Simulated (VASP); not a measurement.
# Y16HCO in VASP: single point with PBE

Aim: the single point of Y16HCO with PBE.

Program: VASP 6.6.1. These are calculated values, not measurements. Logs are shortened: lines on timing, memory, paths and dates and some standing lists are left out, and cuts for length are marked.

### Step 1. The cell of the first run

The cell holds a slab with vacuum, 19 atoms: a = 7.300 Å, b = 7.300 Å, c = 21.601 Å, α = 90.00°, β = 90.00°, γ = 60.00°.

### Step 2. Single point, PBE

INCAR

```
SYSTEM = Y16HCO
PREC = Accurate ; ENCUT = 520
EDIFF = 1E-6 ; ISMEAR = 0
SIGMA = 0.05 ; LREAL = .FALSE.
LASPH = .TRUE. ; NELM = 120
ALGO = Normal ; ISIF = 2
LWAVE = .FALSE. ; LCHARG = .TRUE.
GGA = PE ; LELF = .TRUE.
LVHAR = .TRUE. ; NBANDS = 108
GGA_COMPAT = .FALSE. ; NELMDL = -8
```

KPOINTS

```
Automatic mesh
0
G
  3 3 1
  0 0 0
```

POSCAR

```
Y16HCO
1.0
    7.3000000000      0.0000000000      0.0000000000
    3.6500000000      6.3219850000      0.0000000000
    0.0000000000      0.0000000000     21.6012250000
Y C H O
16 1 1 1
Direct
   -0.1666667194      0.3333334388      0.0462936708
    0.3333332806      0.3333334388      0.0462936708
   -0.1666666798      0.8333333597      0.0462936708
    0.3333333202      0.8333333597      0.0462936708
   -0.0004193398      0.0004512823      0.1742975225
    0.5012981350     -0.0008688727      0.1746550022
    0.0003832185      0.4973461658      0.1760446456
    0.4955404061      0.5010312426      0.1746918057
   -0.1842337283      0.3354022510      0.3078114320
    0.3315205448      0.3260748009      0.3104802621
   -0.1555013417      0.8268089848      0.3078637901
    0.3364692844      0.8319375955      0.3059004756
    0.0214522588      0.0019406879      0.4425268011
    0.5486764633     -0.0270521047      0.4449240726
   -0.0051877711      0.4856525284      0.4346295638
    0.4442756623      0.5335749768      0.4481124103
    0.8783395524      0.8071619911      0.4794415594
    1.3490504896      0.8541554591      0.4838708916
    1.0998635522      0.6864476901      0.4885842817
```

Potentials or basis: VASP PAW PBE potentials, release 64 (Y_sv, C, H, O).

Run with:

```console
$ cat potpaw_PBE.64/Y_sv/POTCAR potpaw_PBE.64/C/POTCAR potpaw_PBE.64/H/POTCAR potpaw_PBE.64/O/POTCAR > POTCAR
$ mpirun -np 1 vasp_std > vasp.out
```

OUTCAR:

```text
SYSTEM = Y16HCO
   PREC = Accurate
   ENCUT = 520
   EDIFF = 1E-6
   ISMEAR = 0
   LREAL = .FALSE.
   LASPH = .TRUE.
   NELM = 120
   ISIF = 2
   GGA = PE
   NELMDL = -8

 ion  position               nearest neighbor table
   1  0.833  0.333  0.046-   5 3.47   7 3.50   8 3.50   4 3.65   3 3.65   2 3.65   2 3.65   3 3.65
                             4 3.65
   2  0.333  0.333  0.046-   8 3.47   6 3.49   7 3.51   3 3.65   4 3.65   1 3.65   1 3.65   4 3.65
                             3 3.65
   3  0.833  0.833  0.046-   5 3.48   6 3.48   7 3.52   2 3.65   1 3.65   4 3.65   4 3.65   1 3.65
                             2 3.65
   4  0.333  0.833  0.046-   5 3.48   8 3.48   6 3.48   1 3.65   2 3.65   3 3.65   3 3.65   2 3.65
                             1 3.65
   5  1.000  0.000  0.174-   1 3.47   3 3.48   4 3.48  12 3.55  11 3.56   9 3.58   7 3.63   8 3.63
                             6 3.64   6 3.66   8 3.67   7 3.67
   6  0.501  0.999  0.175-   3 3.48   4 3.48   2 3.49  12 3.53  10 3.59  11 3.60   5 3.64   8 3.64
                             7 3.65   7 3.65   8 3.66   5 3.66
   7  0.000  0.497  0.176-   1 3.50   2 3.51   3 3.52  11 3.53  10 3.58   9 3.59   8 3.63   5 3.63
                             6 3.65   6 3.65   5 3.67   8 3.67
   8  0.496  0.501  0.175-   2 3.47   4 3.48   1 3.50   9 3.52  12 3.52   7 3.63  10 3.63   5 3.63
                             6 3.64   6 3.66   5 3.67   7 3.67
   9  0.816  0.335  0.308-  15 3.44   8 3.52  12 3.56  10 3.57   5 3.58   7 3.59  13 3.60  11 3.61
                            11 3.70  10 3.73  12 3.74  16 3.84
  10  0.332  0.326  0.310-  15 3.42   9 3.57   7 3.58   6 3.59  12 3.59  11 3.61  16 3.61   8 3.63
                            14 3.68  11 3.70  12 3.71   9 3.73
  11  0.844  0.827  0.308-  15 3.49  14 3.50   7 3.53   5 3.56   6 3.60  10 3.61  12 3.61   9 3.61
                            13 3.66  12 3.69  10 3.70   9 3.70
  12  0.336  0.832  0.306-   8 3.52   6 3.53   5 3.55  13 3.56   9 3.56  10 3.59  11 3.61  16 3.62
                            11 3.69  10 3.71   9 3.74  14 3.75
  13  0.021  0.002  0.443-  18 2.26  17 2.29  19 2.30  16 3.27  15 3.44  12 3.56  14 3.56   9 3.60
                            11 3.66  14 3.75  15 3.87  16 4.06
  14  0.549  0.973  0.445-  18 2.20  17 2.21  15 3.42  11 3.50  13 3.56  16 3.65  10 3.68  13 3.75
                            12 3.75  16 3.77  15 3.91
  15  0.995  0.486  0.435-  17 2.27  19 2.28  14 3.42  10 3.42  13 3.44   9 3.44  16 3.48  11 3.49
                            16 3.87  13 3.87  14 3.91
  16  0.444  0.534  0.448-  18 2.22  19 2.35  13 3.27  15 3.48  10 3.61  12 3.62  14 3.65  14 3.77
                             9 3.84  15 3.87  13 4.06
  17  0.878  0.807  0.479-  19 1.42  14 2.21  15 2.27  13 2.29
  18  0.349  0.854  0.484-  14 2.20  16 2.22  13 2.26
  19  0.100  0.686  0.489-  17 1.42  15 2.28  13 2.30  16 2.35

  LATTYP: Found a hexagonal cell.
 ALAT       =     7.2999996123
 C/A-ratio  =     2.9590720749

  Lattice vectors:

 A1 = (  -3.6500000000,  -6.3219850000,   0.0000000000)
 A2 = (   7.3000000000,   0.0000000000,   0.0000000000)
 A3 = (   0.0000000000,   0.0000000000,  21.6012250000)

Analysis of symmetry for initial positions (statically):
=====================================================================
 Subroutine PRICEL returns:
 Original cell was already a primitive cell.

 Routine SETGRP: Setting up the symmetry group for a
 hexagonal supercell.

 Subroutine GETGRP returns: Found  1 space group operations
 (whereof  1 operations were pure point group operations)
 out of a pool of 24 trial point group operations.

The static configuration has the point symmetry C_1 .

Analysis of symmetry for dynamics (positions and initial velocities):
=====================================================================
 Subroutine PRICEL returns:
 Original cell was already a primitive cell.

 Routine SETGRP: Setting up the symmetry group for a
 hexagonal supercell.

 Subroutine GETGRP returns: Found  1 space group operations
 (whereof  1 operations were pure point group operations)
 out of a pool of 24 trial point group operations.

The dynamic configuration has the point symmetry C_1 .

 Subroutine INISYM returns: Found  1 space group operations
 (whereof  1 operations are pure point group operations),
 and found     1 'primitive' translations

----------------------------------------------------------------------------------------

[... 56 lines left out ...]

 KPOINTS: Automatic mesh

Automatic generation of k-mesh.
 Grid dimensions read from file:
 generate k-points for:    3    3    1

 Generating k-lattice:

  Cartesian coordinates                     Fractional coordinates (reciprocal lattice)
     0.045662100 -0.026363028  0.000000000     0.333333333  0.000000000  0.000000000
     0.000000000  0.052726056  0.000000000     0.000000000  0.333333333  0.000000000
     0.000000000  0.000000000  0.046293671     0.000000000  0.000000000  1.000000000

  Length of vectors
     0.052726053  0.052726056  0.046293671

  Shift w.r.t. Gamma in fractional coordinates (k-lattice)
     0.000000000  0.000000000  0.000000000

 Subroutine IBZKPT returns following result:
 ===========================================

 Found      5 irreducible k-points:

 Following reciprocal coordinates:
            Coordinates               Weight
  0.000000  0.000000  0.000000      1.000000
  0.333333  0.000000  0.000000      2.000000
  0.333333  0.333333  0.000000      2.000000
  0.000000  0.333333  0.000000      2.000000
 -0.333333  0.333333  0.000000      2.000000
   k-points           NKPTS =      5   k-points in BZ     NKDIM =      5   number of bands    NBANDS=    108
   number of dos      NEDOS =    301   number of ions     NIONS =     19
   total plane-waves  NPLWV = 472392
   dimension x,y,z NGX =    54 NGY =   54 NGZ =  162
   dimension x,y,z NGXF=   108 NGYF=  108 NGZF=  324
   ions per type =              16   1   1   1
   NGX,Y,Z   is equivalent  to a cutoff of  12.30, 12.30, 12.47 a.u.
   NGXF,Y,Z  is equivalent  to a cutoff of  24.60, 24.60, 24.94 a.u.
 SYSTEM =  Y16HCO
   PREC   = accura    normal or accurate (medium, high low for compatibility)
   ISTART =      0    job   : 0-new  1-cont  2-samecut
   ICHARG =      2    charge: 1-file 2-atom 10-const
   ISPIN  =      1    spin polarized calculation?
   LNONCOLLINEAR =      F non collinear calculations
   LSORBIT =      F    spin-orbit coupling
   LASPH  =      T    aspherical Exc in radial PAW
   ENCUT  =  520.0 eV  38.22 Ry    6.18 a.u.  13.57 13.57 40.16*2*pi/ulx,y,z
   NELM   =    120;   NELMIN=  2; NELMDL= -8     # of ELM steps
   EDIFF  = 0.1E-05   stopping-criterion for ELM
   LREAL  =      F    real-space projection
   EDIFFG = 0.1E-04   stopping-criterion for IOM
   NSW    =      0    number of steps for IOM
   IBRION =     -1    ionic relax: 0-MD 1-quasi-New 2-CG
   NFREE  =      0    steps in history (QN), initial steepest desc. (CG)
   ISIF   =      2    stress and relaxation
   ISYM   =      2    0-nonsym 1-usesym 2-fastsym
   POTIM  = 0.5000    time-step for ionic-motion
   TEBEG  =    0.0;   TEEND  =   0.0 temperature during run
   PSTRESS=    0.0 pullay stress
   NELECT =     187.0000    total number of electrons
   NUPDOWN=      -1.0000    fix difference up-down
   EMIN   =  10.00;   EMAX   =-10.00  energy-range for DOS
   EFERMI =   0.00;   METHOD = LEGACY
   ISMEAR =     0;   SIGMA  =   0.05  broadening in eV -4-tet -1-fermi 0-gaus
   EFERMI_NEDOS =   21; number of points for ismear=-14 and -15
   IALGO  =     38    algorithm
   IMIX   =      4    mixing-type and parameters
     AMIX     =   0.40;   BMIX     =  1.00
     AMIX_MAG =   1.60;   BMIX_MAG =  1.00
  volume/ion in A,a.u.               =      52.47       354.08
  Fermi-wavevector in a.u.,A,eV,Ry     =   0.937139  1.770935 11.949026  0.878229
  Thomas-Fermi vector in A             =   2.064219
   LORBIT       =      0    0 simple, 1 ext, 2 COOP (PROOUT), +10 PAW based schemes
   GGA     = PE    functional components
   LHFCALC =     F    Hartree Fock is set to
   AEXX    =    0.0000 exact exchange contribution
   IVDW    =     0    specifies the selected vdW correction
   LEPSILON=     F    determine dielectric tensor
   LRPA    =     F    only Hartree local field effects (RPA)
 non-spin polarized calculation
 Gauss-broadening in eV      SIGMA  =   0.05
  energy-cutoff  :      520.00
  volume of cell :      996.91
 maximum number of plane-waves:     26871
 NGX is ok and might be reduce to    54
   NGX = 27   NGY = 27   NGZ = 81

 number of electron     187.0000002 magnetization

 Free energy of the ion-electron system (eV)
  ---------------------------------------------------
  ext. energy  EPLUGINS =         0.00000000
  ---------------------------------------------------
  free energy    TOTEN  =      -119.40627991 eV

  energy without entropy =     -119.35863410  energy(sigma->0) =     -119.38245701

 E-fermi :   0.2828     XC(G=0):  -5.8835

 val. band max:        0.2790494687   @ k =  -0.3333   0.3333   0.0000
 cond. band min:       0.2939390279   @ k =   0.0000   0.0000   0.0000
 fundamental gap:      0.0148895592
 Fermi energy:         0.2828109431

 k-point     1 :       0.0000    0.0000    0.0000
  band No.  band energies     occupation
      1     -43.0091      2.00000
      2     -42.8341      2.00000
      3     -42.8044      2.00000
      4     -42.7969      2.00000
      5     -42.7934      2.00000
      6     -42.4340      2.00000
[... 529 lines left out ...]
    104       0.7807      0.00000
    105       0.8459      0.00000
 [bands above 105 left out]

------------------------ aborting loop because EDIFF is reached ----------------------------------------

  FORCE on cell =-STRESS in cart. coord.  units (eV):
  Direction    XX          YY          ZZ          XY          YZ          ZX
  --------------------------------------------------------------------------------------
  -------------------------------------------------------------------------------------
  Total       -3.6358216      0.2179003     -0.3216959      2.2803980     -0.0195202      0.0545334
  in kB       -5.8433035      0.3501981     -0.5170130      3.6649372     -0.0313718      0.0876432
  external PRESSURE =      -2.0033728 kB  Pullay stress =       0.0000000 kB

 VOLUME and BASIS-vectors are now :
 -----------------------------------------------------------------------------
  energy-cutoff  :      520.00
  volume of cell :      996.91
      direct lattice vectors                 reciprocal lattice vectors
     7.300000000  0.000000000  0.000000000     0.136986301 -0.079089084  0.000000000
     3.650000000  6.321985000  0.000000000     0.000000000  0.158178167  0.000000000
     0.000000000  0.000000000 21.601225000     0.000000000  0.000000000  0.046293671

 POSITION                                       TOTAL-FORCE (eV/Angst)
 -----------------------------------------------------------------------------------
      7.30000      2.10733      1.00000        -0.014419      0.020695     -0.006437
      3.65000      2.10733      1.00000         0.018145      0.007343     -0.010509
      9.12500      5.26832      1.00000        -0.005858     -0.000321      0.082106
      5.47500      5.26832      1.00000        -0.002286     -0.022129     -0.041214
      7.29859      0.00285      3.76504         0.002857     -0.000117      0.000562
      7.30631      6.31649      3.77276         0.001587     -0.001842     -0.000540
[... 11 lines left out ...]
      5.66574      5.39996     10.45220         0.010485     -0.009053     -0.005736
      3.23454      4.33971     10.55402         0.145417     -0.106319      0.017035
 -----------------------------------------------------------------------------------
    total drift:                                0.000579     -0.000214     -0.000176

  FREE ENERGIE OF THE ION-ELECTRON SYSTEM (eV)
  ---------------------------------------------------
  free  energy   TOTEN  =      -119.4062799118 eV

  energy  without entropy=     -119.3586340999  energy(sigma->0) =     -119.38245701
```

Run time: 87 min. Hardware: 1 thread of Intel Xeon 8259CL, shared host; peak memory 1.2 GiB.

Results:

* Free energy: -119.4063 eV
* Largest force: 0.181 eV/Å
* Band gap on the k mesh: zero (an odd number of electrons rules out a gap without spin polarisation)

Forces on the atoms (eV/Å):
```
Y   -0.014  0.021 -0.006
Y    0.018  0.007 -0.011
Y   -0.006  0.000  0.082
Y   -0.002 -0.022 -0.041
Y    0.003  0.000  0.001
Y    0.002 -0.002 -0.001
Y   -0.004  0.001 -0.001
Y    0.003  0.000 -0.001
Y    0.001 -0.004  0.001
Y    0.004 -0.006  0.001
Y   -0.006 -0.007 -0.007
Y   -0.003 -0.001  0.014
Y    0.013  0.031 -0.014
Y   -0.016  0.010  0.005
Y    0.009 -0.014 -0.006
Y   -0.014 -0.002 -0.006
C   -0.145  0.104 -0.022
H    0.010 -0.009 -0.006
O    0.145 -0.106  0.017
```

Caveat: there is no dipole correction, which matters where the two faces differ; an odd number of electrons without spin polarisation forces a metal; a magnetic or distorted state may lie lower.
